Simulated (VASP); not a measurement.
# Ir (Fm-3m) in VASP: further runs

The runs below take Ir through single point, with r2SCAN.

Everything below comes from runs of VASP 6.6.1. Logs are shortened: lines on timing, memory, paths and dates and some standing lists are left out, and cuts for length are marked.

## (1) The cell of the first run

It takes space group Fm-3m (No. 225, cubic). The conventional cell has a = 3.831 Å, b = 3.831 Å, c = 3.831 Å, α = 90.00°, β = 90.00°, γ = 90.00°. Within 3.6 Å of Ir (site symmetry m-3m) lie 12 Ir at 2.71 Å.

## (2) Single point, r2SCAN

The input, POSCAR:

```
Ir
1.0
    0.0000000000      1.9156000000      1.9156000000
    1.9156000000      0.0000000000      1.9156000000
    1.9156000000      1.9156000000      0.0000000000
Ir
1
Direct
    0.0000000000      0.0000000000      0.0000000000
```

The input, INCAR.step1:

```
SYSTEM = Ir
ALGO = Normal
EDIFF = 1E-5
ENCUT = 620
GGA = PE
GGA_COMPAT = .FALSE.
ISMEAR = 0
LASPH = .TRUE.
LCHARG = .FALSE.
LREAL = .FALSE.
LWAVE = .TRUE.
NBANDS = 14
NELM = 120
PREC = Accurate
SIGMA = 0.1
```

The input, INCAR.step2:

```
SYSTEM = Ir
ALGO = Normal
EDIFF = 1E-6
ENCUT = 620
GGA_COMPAT = .FALSE.
ISIF = 2
ISMEAR = 0
ISTART = 1
LASPH = .TRUE.
LCHARG = .FALSE.
LMIXTAU = .TRUE.
LREAL = .FALSE.
LWAVE = .FALSE.
METAGGA = R2SCAN
NBANDS = 14
NELM = 120
PREC = Accurate
SIGMA = 0.1
```

The input, KPOINTS:

```
k-points
0
G
  18 18 18
  0 0 0
```

Potentials or basis: VASP PAW PBE potentials, release 64 (Ir_sv_GW).

On the command line:

```console
$ cat potpaw_PBE.64/Ir_sv_GW/POTCAR > POTCAR
$ cp INCAR.step1 INCAR
$ mpirun -np 1 vasp_std > vasp.out
$ cp INCAR.step2 INCAR
$ mpirun -np 1 vasp_std > vasp.out
```

OUTCAR:

```text
SYSTEM = Ir
   EDIFF = 1E-6
   ENCUT = 620
   ISIF = 2
   ISMEAR = 0
   ISTART = 1
   LASPH = .TRUE.
   LREAL = .FALSE.
   METAGGA = R2SCAN
   NELM = 120
   PREC = Accurate

 ion  position               nearest neighbor table
   1  0.000  0.000  0.000-

  LATTYP: Found a face centered cubic cell.
 ALAT       =     3.8312000000

  Lattice vectors:

 A1 = (   0.0000000000,   1.9156000000,   1.9156000000)
 A2 = (   1.9156000000,   0.0000000000,   1.9156000000)
 A3 = (   1.9156000000,   1.9156000000,   0.0000000000)

Analysis of symmetry for initial positions (statically):
=====================================================================
 Subroutine PRICEL returns:
 Original cell was already a primitive cell.

 Routine SETGRP: Setting up the symmetry group for a
 face centered cubic supercell.

 Subroutine GETGRP returns: Found 48 space group operations
 (whereof 48 operations were pure point group operations)
 out of a pool of 48 trial point group operations.

The static configuration has the point symmetry O_h .

Analysis of symmetry for dynamics (positions and initial velocities):
=====================================================================
 Subroutine PRICEL returns:
 Original cell was already a primitive cell.

 Routine SETGRP: Setting up the symmetry group for a
 face centered cubic supercell.

 Subroutine GETGRP returns: Found 48 space group operations
 (whereof 48 operations were pure point group operations)
 out of a pool of 48 trial point group operations.

The dynamic configuration has the point symmetry O_h .

 Subroutine INISYM returns: Found 48 space group operations
 (whereof 48 operations are pure point group operations),
 and found     1 'primitive' translations

----------------------------------------------------------------------------------------

                                     Primitive cell

  volume of cell :      14.0587

  direct lattice vectors                    reciprocal lattice vectors
     0.000000000  1.915600000  1.915600000    -0.261014826  0.261014826  0.261014826
     1.915600000  0.000000000  1.915600000     0.261014826 -0.261014826  0.261014826
     1.915600000  1.915600000  0.000000000     0.261014826  0.261014826 -0.261014826

  length of vectors
     2.709067500  2.709067500  2.709067500     0.452090940  0.452090940  0.452090940

  position of ions in fractional coordinates (direct lattice)
     0.000000000  0.000000000  0.000000000

  ion indices of the primitive-cell ions
   primitive index   ion index
                 1           1

----------------------------------------------------------------------------------------

 KPOINTS: k-points

Automatic generation of k-mesh.
 Grid dimensions read from file:
 generate k-points for:   18   18   18

 Generating k-lattice:

  Cartesian coordinates                     Fractional coordinates (reciprocal lattice)
    -0.014500824  0.014500824  0.014500824     0.055555556  0.000000000  0.000000000
     0.014500824 -0.014500824  0.014500824     0.000000000  0.055555556  0.000000000
     0.014500824  0.014500824 -0.014500824     0.000000000  0.000000000  0.055555556

  Length of vectors
     0.025116163  0.025116163  0.025116163

  Shift w.r.t. Gamma in fractional coordinates (k-lattice)
     0.000000000  0.000000000  0.000000000

 Subroutine IBZKPT returns following result:
 ===========================================

 Found    195 irreducible k-points:

 Following reciprocal coordinates:
            Coordinates               Weight
  0.000000  0.000000  0.000000      1.000000
  0.055556  0.000000  0.000000      8.000000
  0.111111  0.000000  0.000000      8.000000
  0.166667  0.000000  0.000000      8.000000
  0.222222  0.000000  0.000000      8.000000
  0.277778  0.000000  0.000000      8.000000
[... 16 lines left out ...]
 -0.277778  0.055556  0.000000     24.000000
 -0.222222  0.055556  0.000000     24.000000
 [... further k-points ...]
   k-points           NKPTS =    195   k-points in BZ     NKDIM =    195   number of bands    NBANDS=     14
   number of dos      NEDOS =    301   number of ions     NIONS =      1
   total plane-waves  NPLWV =  13824
   dimension x,y,z NGX =    24 NGY =   24 NGZ =   24
   dimension x,y,z NGXF=    48 NGYF=   48 NGZF=   48
   ions per type =               1
   NGX,Y,Z   is equivalent  to a cutoff of  14.73, 14.73, 14.73 a.u.
   NGXF,Y,Z  is equivalent  to a cutoff of  29.46, 29.46, 29.46 a.u.
 SYSTEM =  Ir
   PREC   = accura    normal or accurate (medium, high low for compatibility)
   ISTART =      1    job   : 0-new  1-cont  2-samecut
   ICHARG =      0    charge: 1-file 2-atom 10-const
   ISPIN  =      1    spin polarized calculation?
   LNONCOLLINEAR =      F non collinear calculations
   LSORBIT =      F    spin-orbit coupling
   LASPH  =      T    aspherical Exc in radial PAW
   ENCUT  =  620.0 eV  45.57 Ry    6.75 a.u.   5.50  5.50  5.50*2*pi/ulx,y,z
   NELM   =    120;   NELMIN=  2; NELMDL=  0     # of ELM steps
   EDIFF  = 0.1E-05   stopping-criterion for ELM
   LREAL  =      F    real-space projection
   EDIFFG = 0.1E-04   stopping-criterion for IOM
   NSW    =      0    number of steps for IOM
   IBRION =     -1    ionic relax: 0-MD 1-quasi-New 2-CG
   NFREE  =      0    steps in history (QN), initial steepest desc. (CG)
   ISIF   =      2    stress and relaxation
   ISYM   =      2    0-nonsym 1-usesym 2-fastsym
   POTIM  = 0.5000    time-step for ionic-motion
   TEBEG  =    0.0;   TEEND  =   0.0 temperature during run
   PSTRESS=    0.0 pullay stress
   NELECT =      17.0000    total number of electrons
   NUPDOWN=      -1.0000    fix difference up-down
   EMIN   =  10.00;   EMAX   =-10.00  energy-range for DOS
   EFERMI =   0.00;   METHOD = LEGACY
   ISMEAR =     0;   SIGMA  =   0.10  broadening in eV -4-tet -1-fermi 0-gaus
   EFERMI_NEDOS =   21; number of points for ismear=-14 and -15
   IALGO  =     38    algorithm
   IMIX   =      4    mixing-type and parameters
     AMIX     =   0.40;   BMIX     =  1.00
     AMIX_MAG =   1.60;   BMIX_MAG =  1.00
  volume/ion in A,a.u.               =      14.06        94.87
  Fermi-wavevector in a.u.,A,eV,Ry     =   1.744120  3.295909 41.388295  3.041954
  Thomas-Fermi vector in A             =   2.816061
   LORBIT       =      0    0 simple, 1 ext, 2 COOP (PROOUT), +10 PAW based schemes
   METAGGA = R2SCAN    functional components
   LHFCALC =     F    Hartree Fock is set to
   AEXX    =    0.0000 exact exchange contribution
   IVDW    =     0    specifies the selected vdW correction
   LEPSILON=     F    determine dielectric tensor
   LRPA    =     F    only Hartree local field effects (RPA)
 non-spin polarized calculation
 Gauss-broadening in eV      SIGMA  =   0.10
  energy-cutoff  :      620.00
  volume of cell :       14.06
 maximum number of plane-waves:       531
 NGX is ok and might be reduce to    24
   NGX = 11   NGY = 11   NGZ = 11

 number of electron      17.0000000 magnetization

 Free energy of the ion-electron system (eV)
  ---------------------------------------------------
  ext. energy  EPLUGINS =         0.00000000
  ---------------------------------------------------
  free energy    TOTEN  =       -52.91046451 eV

  energy without entropy =      -52.90564623  energy(sigma->0) =      -52.90805537

 E-fermi :  12.8263     XC(G=0): -15.9458

 val. band max:       12.8168403961   @ k =   0.3333   0.1111   0.0556
 cond. band min:      12.8277395571   @ k =   0.5000   0.2222   0.1111
 fundamental gap:      0.0108991610
 Fermi energy:        12.8262762531

 k-point     1 :       0.0000    0.0000    0.0000
  band No.  band energies     occupation
      1     -82.2943      2.00000
      2     -38.0792      2.00000
      3     -38.0792      2.00000
      4     -38.0792      2.00000
      5       1.2160      2.00000
      6       8.7500      2.00000
      7       8.7500      2.00000
      8       8.7500      2.00000
      9      11.4862      2.00000
     10      11.4862      2.00000
     11      27.0300      0.00000
     12      32.8655      0.00000
     13      32.8655      0.00000
     14      32.8655      0.00000

 k-point     2 :       0.0556    0.0000    0.0000
  band No.  band energies     occupation
      1     -82.2920      2.00000
      2     -38.1063      2.00000
      3     -38.0829      2.00000
      4     -38.0829      2.00000
      5       1.3616      2.00000
      6       8.6703      2.00000
      7       8.8126      2.00000
      8       8.8126      2.00000
      9      11.4448      2.00000
     10      11.4448      2.00000
     11      27.2834      0.00000
     12      32.2260      0.00000
     13      33.1080      0.00000
     14      33.1080      0.00000

 k-point     3 :       0.1111    0.0000    0.0000
  band No.  band energies     occupation
      1     -82.2849      2.00000
      2     -38.1839      2.00000
      3     -38.0934      2.00000
      4     -38.0934      2.00000
      5       1.7826      2.00000
      6       8.4666      2.00000
      7       8.9759      2.00000
      8       8.9759      2.00000
      9      11.3550      2.00000
     10      11.3550      2.00000
     11      27.9800      0.00000
     12      30.8809      0.00000
     13      33.8162      0.00000
     14      33.8162      0.00000

 k-point     4 :       0.1667    0.0000    0.0000
  band No.  band energies     occupation
      1     -82.2746      2.00000
      2     -38.3019      2.00000
      3     -38.1095      2.00000
      4     -38.1095      2.00000
      5       2.4250      2.00000
      6       8.2379      2.00000
      7       9.1556      2.00000
      8       9.1556      2.00000
      9      11.3241      2.00000
     10      11.3241      2.00000
     11      28.7966      0.00000
     12      29.5263      0.00000
     13      34.9354      0.00000
     14      34.9354      0.00000

 k-point     5 :       0.2222    0.0000    0.0000
  band No.  band energies     occupation
      1     -82.2619      2.00000
      2     -38.4448      2.00000
      3     -38.1293      2.00000
      4     -38.1293      2.00000
      5       3.1736      2.00000
      6       8.1434      2.00000
      7       9.2207      2.00000
      8       9.2207      2.00000
      9      11.5040      2.00000
     10      11.5040      2.00000
     11      27.7921      0.00000
[... 276 lines left out ...]
 k-point    22 :      -0.3333    0.0556    0.0000
  band No.  band energies     occupation
      1     -82.2311      2.00000
      2     -38.7703      2.00000
      3     -38.2043      2.00000
      4     -38.1695      2.00000
      5       4.3937      2.00000
      6       8.8070      2.00000
      7       8.9490      2.00000
      8       9.3208      2.00000
      9      12.3885      2.00000
     10      13.3411      0.00000
     11      24.1039      0.00000
     12      28.3614      0.00000
     13      34.0641      0.00000
     14      36.0677      0.00000

 k-point    23 :      -0.2778    0.0556    0.0000
  band No.  band energies     occupation
      1     -82.2429      2.00000
      2     -38.6421      2.00000
      3     -38.1867      2.00000
      4     -38.1486      2.00000
      5       4.1181      2.00000
      6       8.4228      2.00000
      7       9.0399      2.00000
      8       9.1466      2.00000
      9      11.7246      2.00000
     10      12.6873      1.95069
     11      25.8868      0.00000
     12      29.4255      0.00000
     13      35.2815      0.00000
     14      37.1358      0.00000

 k-point    24 :      -0.2222    0.0556    0.0000
  band No.  band energies     occupation
      1     -82.2559      2.00000
      2     -38.4977      2.00000
      3     -38.1651      2.00000
      4     -38.1273      2.00000
      5       3.5376      2.00000
      6       8.0448      2.00000
      7       9.2040      2.00000
      8       9.2993      2.00000
      9      11.2017      2.00000
     10      12.1063      2.00000
     11      27.4509      0.00000
     12      30.0117      0.00000
     13      35.4948      0.00000
     14      36.7773      0.00000

 [... further k-points ...]

------------------------ aborting loop because EDIFF is reached ----------------------------------------

  FORCE on cell =-STRESS in cart. coord.  units (eV):
  Direction    XX          YY          ZZ          XY          YZ          ZX
  --------------------------------------------------------------------------------------
  -------------------------------------------------------------------------------------
  Total        0.2620663      0.2620663      0.2620663      0.0000000      0.0000000      0.0000000
  in kB       29.8660173     29.8660173     29.8660173      0.0000000      0.0000000      0.0000000
  external PRESSURE =      29.8660173 kB  Pullay stress =       0.0000000 kB

 VOLUME and BASIS-vectors are now :
 -----------------------------------------------------------------------------
  energy-cutoff  :      620.00
  volume of cell :       14.06
      direct lattice vectors                 reciprocal lattice vectors
     0.000000000  1.915600000  1.915600000    -0.261014826  0.261014826  0.261014826
     1.915600000  0.000000000  1.915600000     0.261014826 -0.261014826  0.261014826
     1.915600000  1.915600000  0.000000000     0.261014826  0.261014826 -0.261014826

 POSITION                                       TOTAL-FORCE (eV/Angst)
 -----------------------------------------------------------------------------------
      0.00000      0.00000      0.00000         0.000000      0.000000      0.000000
 -----------------------------------------------------------------------------------
    total drift:                                0.000000     -0.000000     -0.000000

  FREE ENERGIE OF THE ION-ELECTRON SYSTEM (eV)
  ---------------------------------------------------
  free  energy   TOTEN  =       -52.9104645064 eV

  energy  without entropy=      -52.9056462329  energy(sigma->0) =      -52.90805537
```

Run time: 88 s. Hardware: 1 thread of Intel Xeon Platinum 8488C (Sapphire Rapids), shared host; peak memory 0.19 GiB.

What came out:

| Quantity | Value |
| --- | --- |
| Free energy | -52.9105 eV |
| Pressure | 3.0 GPa |
| Band gap on the k mesh | zero (an odd number of electrons rules out a gap without spin polarisation) |

Caveat: the PAW data sets were made with another functional, which shifts forces and pressure a little; spin-orbit coupling is left out, which moves the levels of the heavy elements.

## (3) Single point, r2SCAN (12.92 Å³/atom)

This run uses another cell than the first one, of 12.92 Å³/atom.

The input, POSCAR:

```
Ir
1.0
    0.0000000000      1.8625954634      1.8625954634
    1.8625954634      0.0000000000      1.8625954634
    1.8625954634      1.8625954634      0.0000000000
Ir
1
Direct
    0.0000000000      0.0000000000      0.0000000000
```

The input, INCAR.step1:

```
PREC = Accurate ; ENCUT = 620
ISMEAR = 0 ; SIGMA = 0.1
LREAL = F ; LASPH = T
NELM = 120 ; NBANDS = 14
GGA = PE ; ALGO = Normal
EDIFF = 1E-5 ; LWAVE = T
LCHARG = F ; GGA_COMPAT = F
```

The input, INCAR.step2:

```
PREC = Accurate ; ENCUT = 620
EDIFF = 1E-6 ; ISMEAR = 0
SIGMA = 0.1 ; LREAL = F
LASPH = T ; NELM = 120
ALGO = Normal ; ISIF = 2
LWAVE = F ; LCHARG = F
METAGGA = R2SCAN ; LMIXTAU = T
NBANDS = 14 ; ISTART = 1
GGA_COMPAT = F
```

The input, KPOINTS:

```
Automatic mesh
0
Gamma
  18 18 18
```

Potentials or basis: VASP PAW PBE potentials, release 64 (Ir_sv_GW).

On the command line:

```console
$ cat potpaw_PBE.64/Ir_sv_GW/POTCAR > POTCAR
$ cp INCAR.step1 INCAR
$ mpirun -np 1 vasp_std > vasp.out
$ cp INCAR.step2 INCAR
$ mpirun -np 1 vasp_std > vasp.out
```

Wall time 2 min (1 thread of AMD EPYC 9R45 (Zen 5), shared host); peak memory 0.16 GiB.

Results (log left out):

```yaml
Free_energy: -52.7502 eV
Pressure: 44.1 GPa
Band_gap_on_the_k_mesh: zero (an odd number of electrons rules out a gap without spin polarisation)
```

Levels at points of the mesh, in eV from the Fermi level:
| k point | band 4 | band 5 | band 6 | band 7 | band 8 | band 9 | band 10 | band 11 | band 12 | band 13 |
| --- | --- | --- | --- | --- | --- | --- | --- | --- | --- | --- |
| (0.00, 0.00, 0.00) | -51.08 | -12.56 | -4.64 | -4.64 | -4.64 | -1.50 | -1.50 | 13.88 | 20.22 | 20.22 |
| (0.50, 0.00, 0.00) | -51.24 | -9.48 | -4.82 | -4.82 | -0.95 | 1.06 | 1.06 | 8.69 | 13.66 | 20.62 |
| (0.50, 0.50, 0.00) | -51.51 | -9.39 | -8.75 | 0.97 | 1.76 | 1.81 | 1.81 | 12.42 | 12.42 | 12.46 |

Caveat: the cell stands under pressure; the PAW data sets were made with another functional, which shifts forces and pressure a little; spin-orbit coupling is left out, which moves the levels of the heavy elements.

(Continued in part 2 of 2.)

The gap in the log of VASP goes by the Fermi energy; the results here count the filled bands.